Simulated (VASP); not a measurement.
Wanted: the native input for a VASP 6.6.1 run.

```
Task                   : relaxation of cell and atoms
Functional             : PBE
Potentials or basis    : VASP PAW PBE potentials, release 64 (Ti_sv)
Cutoff                 : 600 eV
k mesh                 : 20 × 20 × 20
Occupations            : fermi-dirac, width 0.08 eV
Spin                   : no spin polarisation
Target pressure        : 230 GPa
Dipole correction      : no
Further INCAR settings : ALGO = Normal; EDIFF = 1e-06; IBRION = 2; EDIFFG = -0.005; NSW = 32; ISIF = 3
```

The structure of Ti lies in POSCAR:

```
Ti
1.0
    0.0000000000      1.6220822254      1.6220822254
    1.6220822254      0.0000000000      1.6220822254
    1.6220822254      1.6220822254      0.0000000000
Ti
1
Direct
    0.0000000000      0.0000000000      0.0000000000
```

This isn't the form of Ti at room conditions, which is hcp.

The input as run:

INCAR

```
SYSTEM = Ti
PREC = Accurate ; ENCUT = 600
EDIFF = 1E-6 ; ISMEAR = -1
SIGMA = 0.08 ; LREAL = .False.
LASPH = .True. ; NELM = 60
ALGO = Normal ; ISIF = 3
LWAVE = .False. ; LCHARG = .False.
GGA = PE ; IBRION = 2
NSW = 32 ; EDIFFG = -0.005
PSTRESS = 2300.0
```

KPOINTS

```
Automatic mesh
0
Gamma
  20 20 20
  0 0 0
```

Potentials or basis: VASP PAW PBE potentials, release 64 (Ti_sv).

Run with:

```bash
$ cat potpaw_PBE.64/Ti_sv/POTCAR > POTCAR
$ mpirun -np 1 vasp_std > vasp.out
```

Results of the run:

The relaxed volume is 8.55 Å³/atom, the relaxed cell is a = 2.295 Å, b = 2.295 Å, c = 2.295 Å, α = 60.00°, β = 60.00°, γ = 60.00° and the space group after relaxing (to 0.1 Å) is Fm-3m (No. 225). The energy change on relaxing (the run minimises the enthalpy) is -22.9 meV/atom. The ionic steps are 3 and the pressure after relaxing is 229.9 GPa. The band gap on the k mesh is zero (bands 6 and 7 overlap by 1.73 eV).

Caveat: the cell is relaxed towards a set pressure, so the run minimises the enthalpy, not the energy.

It took 64 s on 1 thread of Intel Xeon 8259CL, on a shared host, peak memory 0.15 GiB.
